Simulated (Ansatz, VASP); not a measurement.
**Two plane-wave programs on Ag**

Contents of POSCAR:

```
Ag
1.0
    2.9299980804      0.0000000000      0.0000000000
   -1.4649990402      2.5374527707      0.0000000000
    0.0000000000      0.0000000000      4.9696250000
Ag
2
Direct
    0.3333333333      0.6666666667      0.2500000000
    0.6666666667      0.3333333333      0.7500000000
```

The input INCAR.step1:

```
SYSTEM = Ag
  PREC = Accurate
  ENCUT = 520
  ISMEAR = 0
  SIGMA = 0.15
  LREAL = .False.
  LASPH = .True.
  NELM = 100
  NBANDS = 18
  GGA = PE
  ALGO = Normal
  EDIFF = 1E-4
  LWAVE = .True.
  LCHARG = .False.
```

Contents of INCAR.step2:

```
SYSTEM = Ag
  PREC = Accurate
  ENCUT = 520
  EDIFF = 1E-7
  ISMEAR = 0
  SIGMA = 0.15
  LREAL = .False.
  LASPH = .True.
  NELM = 100
  ALGO = Normal
  ISIF = 2
  LWAVE = .False.
  LCHARG = .True.
  METAGGA = R2SCAN
  LMIXTAU = .True.
  LELF = .True.
  LVHAR = .True.
  NBANDS = 18
  ISTART = 1
```

KPOINTS

```
Automatic mesh
0
Gamma
  18 18 10
  0 0 0
```

Input for Ansatz:

```yaml
crystal:
  lattice:
    - [2.9299980804, 0.0, 0.0]
    - [-1.4649990402, 2.5374527707, 0.0]
    - [0.0, 0.0, 4.969625]
  atoms:
    - { symbol: Ag, position: [0.3333333333, 0.6666666667, 0.25] }
    - { symbol: Ag, position: [0.6666666667, 0.3333333333, 0.75] }
basis:
  ecutwfc: 500
kpoints:
  mp_grid: { grid: [18, 18, 10] }
hamiltonian:
  xc: r2scan
scf:
  occupations: { method: gaussian, width: 0.15 }
output:
  forces: true
  stress: true
  eigenvalues: true
```

Change from the starting cell: strain +0.0375 x Voigt [0, 0, 1, 0, 0, 0], atoms carried along.

Alike in both runs: task single point; functional r2SCAN; k mesh 18 × 18 × 10; occupations gaussian, width 0.15 eV; no spin polarisation.

|  | VASP | Ansatz |
| --- | --- | --- |
| version | VASP 6.6.1 | Ansatz 0.2.0 |
| potentials or method | VASP PAW PBE potentials, release 64 (Ag), cutoff 520 eV | scalar-relativistic, plane waves, PAW |
| valence electrons in the cell | 22 | 38 |

Ansatz gave:

- gap on the k mesh at the Fermi level (eV): none
- pressure (GPa): -5.3
- traceless stress, the component that is largest in VASP (GPa): -1.54

Problem. Estimate VASP's values.

Solution. gap on the k mesh at the Fermi level (eV): none; pressure (GPa): -5.3; traceless stress, the component that is largest in VASP (GPa): -1.57.

VASP's potentials were made for PBE, not for r2SCAN. A gap of «none» marks a metal or a gap that the smearing closes. The functional is the same, so the differences come from potentials, cutoffs and numerics. VASP's potentials hold 22 valence electrons a cell and Ansatz's 38, so a difference there can come from the potentials and not from the codes.
